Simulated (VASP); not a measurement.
# FeO (Fm-3m) in VASP: further runs

FeO is run at these levels: PBE, PBEsol; tasks: vibrations by perturbation theory, elastic constants.

Program: VASP 6.6.1. These are calculated values, not measurements. Logs are shortened: lines on timing, memory, paths and dates and some standing lists are left out, and cuts for length are marked.

## (1) The cell of the first run

It takes space group Fm-3m (No. 225, cubic). The conventional cell has a = 4.311 Å, b = 4.311 Å, c = 4.311 Å, α = 90.00°, β = 90.00°, γ = 90.00°. Fe (site symmetry m-3m) has 6 O at 2.16 Å within 2.9 Å. O (site symmetry m-3m) has 6 Fe at 2.16 Å within 2.9 Å.

## (2) Vibrations by perturbation theory, PBE, collinear spin, ferromagnetic start

INCAR

```
SYSTEM = FeO
PREC     = Accurate       ! precision mode
ENCUT    = 520            ! plane-wave cutoff, eV
EDIFF    = 1E-8           ! SCF threshold, eV
ISMEAR   = -1             ! smearing method
SIGMA    = 0.05           ! smearing width, eV
LREAL    = .FALSE.        ! projectors in reciprocal space
LASPH    = .TRUE.         ! aspherical terms in the spheres
NELM     = 150            ! most SCF steps
ALGO     = Normal         ! electronic algorithm
ISIF     = 2              ! what is computed and relaxed
LWAVE    = .FALSE.        ! write WAVECAR
LCHARG   = .FALSE.        ! write CHGCAR
ISPIN    = 2              ! spin polarisation
MAGMOM   = 3 0            ! initial moments
LORBIT   = 11             ! projections on sites
LMAXMIX  = 4              ! l up to which the mixer works
GGA      = PE             ! functional
IBRION   = 8              ! ionic algorithm
NSW      = 1              ! ionic steps
```

KPOINTS

```
Automatic mesh
0
G
  8 8 8
  0 0 0
```

POSCAR

```
FeO
1.0
    0.0000000000      2.1554000000      2.1554000000
    2.1554000000      0.0000000000      2.1554000000
    2.1554000000      2.1554000000      0.0000000000
Fe O
1 1
Direct
    0.0000000000      0.0000000000      0.0000000000
    0.5000000000      0.5000000000      0.5000000000
```

Potentials or basis: VASP PAW PBE potentials, release 64 (Fe, O).

Run with:

```console
cat potpaw_PBE.64/Fe/POTCAR potpaw_PBE.64/O/POTCAR > POTCAR
mpirun -np 1 vasp_std > vasp.out
```

OUTCAR:

```text
SYSTEM = FeO
   PREC = Accurate
   ENCUT = 520
   EDIFF = 1E-8
   ISMEAR = -1
   LREAL = .FALSE.
   LASPH = .TRUE.
   NELM = 150
   ISIF = 2
   ISPIN = 2
   LORBIT = 11
   GGA = PE
   IBRION = 8
   NSW = 1

 ion  position               nearest neighbor table
   1  0.000  0.000  0.000-   2 2.16   2 2.16   2 2.16   2 2.16   2 2.16   2 2.16
   2  0.500  0.500  0.500-   1 2.16   1 2.16   1 2.16   1 2.16   1 2.16   1 2.16

  LATTYP: Found a face centered cubic cell.
 ALAT       =     4.3108000000

  Lattice vectors:

 A1 = (   0.0000000000,   2.1554000000,   2.1554000000)
 A2 = (   2.1554000000,   0.0000000000,   2.1554000000)
 A3 = (   2.1554000000,   2.1554000000,   0.0000000000)

Analysis of symmetry for initial positions (statically):
=====================================================================
 Subroutine PRICEL returns:
 Original cell was already a primitive cell.

 Routine SETGRP: Setting up the symmetry group for a
 face centered cubic supercell.

 Subroutine GETGRP returns: Found 48 space group operations
 (whereof 48 operations were pure point group operations)
 out of a pool of 48 trial point group operations.

The static configuration has the point symmetry O_h .

Analysis of symmetry for dynamics (positions and initial velocities):
=====================================================================
 Subroutine PRICEL returns:
 Original cell was already a primitive cell.

 Routine SETGRP: Setting up the symmetry group for a
 face centered cubic supercell.

 Subroutine GETGRP returns: Found 48 space group operations
 (whereof 48 operations were pure point group operations)
 out of a pool of 48 trial point group operations.

The dynamic configuration has the point symmetry O_h .

Analysis of structural, dynamic, and magnetic symmetry:
=====================================================================
 Subroutine PRICEL returns:
 Original cell was already a primitive cell.

 Routine SETGRP: Setting up the symmetry group for a
 face centered cubic supercell.

 Subroutine GETGRP returns: Found 48 space group operations
 (whereof 48 operations were pure point group operations)
 out of a pool of 48 trial point group operations.

The overall configuration has the point symmetry O_h .

 Subroutine INISYM returns: Found 48 space group operations
 (whereof 48 operations are pure point group operations),
 and found     1 'primitive' translations

----------------------------------------------------------------------------------------

                                     Primitive cell

  volume of cell :      20.0269

  direct lattice vectors                    reciprocal lattice vectors
     0.000000000  2.155400000  2.155400000    -0.231975503  0.231975503  0.231975503
     2.155400000  0.000000000  2.155400000     0.231975503 -0.231975503  0.231975503
     2.155400000  2.155400000  0.000000000     0.231975503  0.231975503 -0.231975503

  length of vectors
     3.048195912  3.048195912  3.048195912     0.401793358  0.401793358  0.401793358

  position of ions in fractional coordinates (direct lattice)
     0.000000000  0.000000000  0.000000000
     0.500000000  0.500000000  0.500000000

  ion indices of the primitive-cell ions
   primitive index   ion index
                 1           1
                 2           2

----------------------------------------------------------------------------------------

 KPOINTS: Automatic mesh

Automatic generation of k-mesh.
 Grid dimensions read from file:
 generate k-points for:    8    8    8

 Generating k-lattice:

  Cartesian coordinates                     Fractional coordinates (reciprocal lattice)
    -0.028996938  0.028996938  0.028996938     0.125000000  0.000000000  0.000000000
     0.028996938 -0.028996938  0.028996938     0.000000000  0.125000000  0.000000000
[... 126 lines left out ...]
      9       2.5268      1.00000
     10       6.2904      0.16695
     11      21.6660      0.00000
     12      23.2350      0.00000
     13      23.2350      0.00000
[... 356 lines left out ...]
      2      -1.8240      1.00000
      3      -0.4878      1.00000
      4      -0.2372      1.00000
      5       2.9561      1.00000
      6       3.1329      1.00000
      7       3.5835      1.00000
      8       4.5503      1.00000
      9       5.2823      1.00000
     10      12.4757      0.00000
     11      14.2198      0.00000
     12      16.3900      0.00000
     13      19.2786      0.00000

 [... further k-points ...]

 spin component 2

 k-point     1 :       0.0000    0.0000    0.0000
  band No.  band energies     occupation
      1     -13.9868      1.00000
      2       2.9638      1.00000
      3       2.9638      1.00000
      4       2.9638      1.00000
      5       5.4690      1.00000
      6       5.4693      1.00000
      7       5.4693      1.00000
      8       6.3959      0.02371
      9       6.3962      0.02356
     10       7.0939      0.00000
     11      21.6214      0.00000
     12      24.1240      0.00000
     13      24.1240      0.00000
[... 369 lines left out ...]
 [... further k-points ...]
[... 5 lines left out ...]
  --------------------------------------------------------------------------------------
  -------------------------------------------------------------------------------------
  Total       -0.0070786     -0.0070786     -0.0070786      0.0000000     -0.0000000      0.0000000
  in kB       -0.5662938     -0.5662938     -0.5662938      0.0000000     -0.0000000      0.0000000
  external PRESSURE =      -0.5662938 kB  Pullay stress =       0.0000000 kB

 VOLUME and BASIS-vectors are now :
 -----------------------------------------------------------------------------
  energy-cutoff  :      520.00
  volume of cell :       20.03
      direct lattice vectors                 reciprocal lattice vectors
     0.000000000  2.155400000  2.155400000    -0.231975503  0.231975503  0.231975503
     2.155400000  0.000000000  2.155400000     0.231975503 -0.231975503  0.231975503
     2.155400000  2.155400000  0.000000000     0.231975503  0.231975503 -0.231975503

 POSITION                                       TOTAL-FORCE (eV/Angst)
 -----------------------------------------------------------------------------------
      0.00000      0.00000      0.00000         0.000000      0.000000      0.000000
      2.15540      2.15540      2.15540         0.000000     -0.000000      0.000000
 -----------------------------------------------------------------------------------
    total drift:                                0.000000     -0.000000      0.000000

  FREE ENERGIE OF THE ION-ELECTRON SYSTEM (eV)
  ---------------------------------------------------
  free  energy   TOTEN  =       -14.9347837062 eV

  energy  without entropy=      -14.9211772370  energy(sigma->0) =      -14.92798047

[... ionic steps 2 to 3 ...]

--------------------------------------- Ionic step        4  -------------------------------------------

------------------------ aborting loop because EDIFF is reached ----------------------------------------

[... ionic steps 5 to 6 ...]

--------------------------------------- Ionic step        7  -------------------------------------------

 Free energy of the ion-electron system (eV)
  ---------------------------------------------------
  ---------------------------------------------------
  free energy    TOTEN  =        -0.35873596 eV

  energy without entropy =       -0.35873596

------------------------ aborting loop because EDIFF is reached ----------------------------------------

 INTERNAL STRAIN TENSOR  FOR ION    2  DIRECTION 1   (eV/Angst):
 -----------------------------------------------------------------------------
    -0.03137  0.00000 -0.00000
    -0.00000  0.02252 -0.00000
     0.00000 -0.00000  0.02252

 INTERNAL STRAIN TENSOR FOR ION    2 for displacements in x,y,z  (eV/Angst):
          X           Y           Z          XY          YZ          ZX
  --------------------------------------------------------------------------------
  x     0.00000     0.00000     0.00000     0.00000     0.00000     0.00000
  y     0.00000     0.00000     0.00000     0.00000     0.00000     0.00000
  z     0.00000     0.00000     0.00000     0.00000     0.00000     0.00000

 SECOND DERIVATIVES (NOT SYMMETRIZED)
 ------------------------------------
               1X          1Y          1Z          2X          2Y          2Z
  1X    -3.007027    0.000000    0.000000    3.007027    0.000000    0.000000
  1Y     0.000000   -3.007027    0.000000    0.000000    3.007027    0.000000
  1Z     0.000000    0.000000   -3.007027    0.000000    0.000000    3.007027
  2X     2.981363    0.000000    0.000000   -2.981363    0.000000    0.000000
  2Y     0.000000    2.981363    0.000000    0.000000   -2.981363    0.000000
  2Z     0.000000    0.000000    2.981363    0.000000    0.000000   -2.981363

 Eigenvectors and eigenvalues of the dynamical matrix
 ----------------------------------------------------

   1 f  =    7.661593 THz    48.139211 2PiTHz  255.563245 cm-1    31.685790 meV
             X         Y         Z           dx          dy          dz
      0.000000  0.000000  0.000000    -0.473481   -0.000000    0.000000
      2.155400  2.155400  2.155400     0.880804   -0.000000   -0.000000
[... 21 lines left out ...]
   6 f/i=    0.013694 THz     0.086039 2PiTHz    0.456767 cm-1     0.056632 meV
             X         Y         Z           dx          dy          dz
      0.000000  0.000000  0.000000     0.578252    0.636204   -0.191535
      2.155400  2.155400  2.155400     0.310842    0.341995   -0.102961

--------------------------------------------------------------------------------------------------------

 ELASTIC MODULI CONTR FROM IONIC RELAXATION (kBar)
 Direction    XX          YY          ZZ          XY          YZ          ZX
 --------------------------------------------------------------------------------
 XX           0.0000      0.0000      0.0000      0.0000      0.0000      0.0000
 YY           0.0000      0.0000      0.0000      0.0000      0.0000      0.0000
 ZZ           0.0000      0.0000      0.0000      0.0000      0.0000      0.0000
 XY           0.0000      0.0000      0.0000      0.0000      0.0000      0.0000
 YZ           0.0000      0.0000      0.0000      0.0000      0.0000      0.0000
 ZX           0.0000      0.0000      0.0000      0.0000      0.0000      0.0000
 --------------------------------------------------------------------------------

 total charge

# of ion       s       p       d       tot
------------------------------------------
    1        0.287   0.358   6.086   6.732
    2        1.556   3.438   0.000   4.994
--------------------------------------------------
tot          1.844   3.796   6.086  11.726

 magnetization (x)

# of ion       s       p       d       tot
------------------------------------------
    1        0.027   0.021   3.570   3.618
    2        0.030   0.271   0.000   0.302
--------------------------------------------------
tot          0.057   0.293   3.570   3.920
```

It took 2.9 min on 1 thread of Intel Xeon 8259CL, shared host; peak memory 0.22 GiB.

What came out:

```yaml
Net_moment: 4.00 μB per cell
Site_moments: Fe +3.62; O +0.30 μB
Valence_electrons_inside_the_program's_atomic_spheres: Fe 6.73; O 4.99
Highest_phonon_frequency_at_Γ_LO-TO_splitting_left_out: 256 cm⁻¹
```

Phonon frequencies in cm⁻¹ (negative: imaginary):
| q point | frequencies |
| --- | --- |
| (0.000, 0.000, 0.000) | 0 0 0 256 256 256 |

Caveat: a cell with one magnetic atom can't hold antiferromagnetic order, which such compounds often take.

## (3) Elastic constants, PBEsol, collinear spin, ferromagnetic start

INCAR

```
PREC     = Accurate       # precision mode
ENCUT    = 600            # plane-wave cutoff, eV
EDIFF    = 1E-8           # SCF threshold, eV
ISMEAR   = -1             # smearing method
SIGMA    = 0.05           # smearing width, eV
LREAL    = F              # projectors in reciprocal space
LASPH    = T              # aspherical terms in the spheres
NELM     = 150            # most SCF steps
ALGO     = Normal         # electronic algorithm
ISIF     = 3              # what is computed and relaxed
LWAVE    = F              # write WAVECAR
LCHARG   = T              # write CHGCAR
ISPIN    = 2              # spin polarisation
MAGMOM   = 3 0            # initial moments
LORBIT   = 11             # projections on sites
LMAXMIX  = 4              # l up to which the mixer works
GGA      = PS             # functional
IBRION   = 6              # ionic algorithm
NFREE    = 2            
POTIM    = 0.015          # step
NSW      = 1              # ionic steps
```

KPOINTS

```
regular mesh
0
Gamma
  8 8 8
```

POSCAR is that of step 2.

Potentials or basis: VASP PAW PBE potentials, release 64 (Fe, O).

Run with:

```console
cat potpaw_PBE.64/Fe/POTCAR potpaw_PBE.64/O/POTCAR > POTCAR
mpirun -np 1 vasp_std > vasp.out
```

It took 11 min on 1 thread of Intel Xeon 8259CL, shared host; peak memory 0.28 GiB.

It converged, with:

```
Net moment                                              : 4.00 μB per cell
Site moments                                            : Fe +3.61; O +0.30 μB
Valence electrons inside the program's atomic spheres   : Fe 6.74; O 4.96
Elastic constants C11, C12, C44                         : 238, 148, 31 GPa
Voigt bulk modulus                                      : 178 GPa
Highest phonon frequency at Γ, LO-TO splitting left out : 230 cm⁻¹
```

Phonon frequencies in cm⁻¹ (negative: imaginary):
```
              q point        frequencies
(0.000, 0.000, 0.000)  0 0 0 230 230 230
```

Elastic tensor in Voigt notation (GPa, in the Cartesian axes of the cell as first typed):
```
238 148 148   0   0   0
148 238 148   0   0   0
148 148 238   0   0   0
  0   0   0  31   0   0
  0   0   0   0  31   0
  0   0   0   0   0  31
```

Clamped-ion elastic tensor (GPa):
```
238 148 148   0   0   0
148 238 148   0   0   0
148 148 238   0   0   0
  0   0   0  31   0   0
  0   0   0   0  31   0
  0   0   0   0   0  31
```

Caveat: the cell is under stress, which shifts elastic constants; the PAW data sets were made with another functional, which shifts forces and pressure a little; a cell with one magnetic atom can't hold antiferromagnetic order, which such compounds often take.
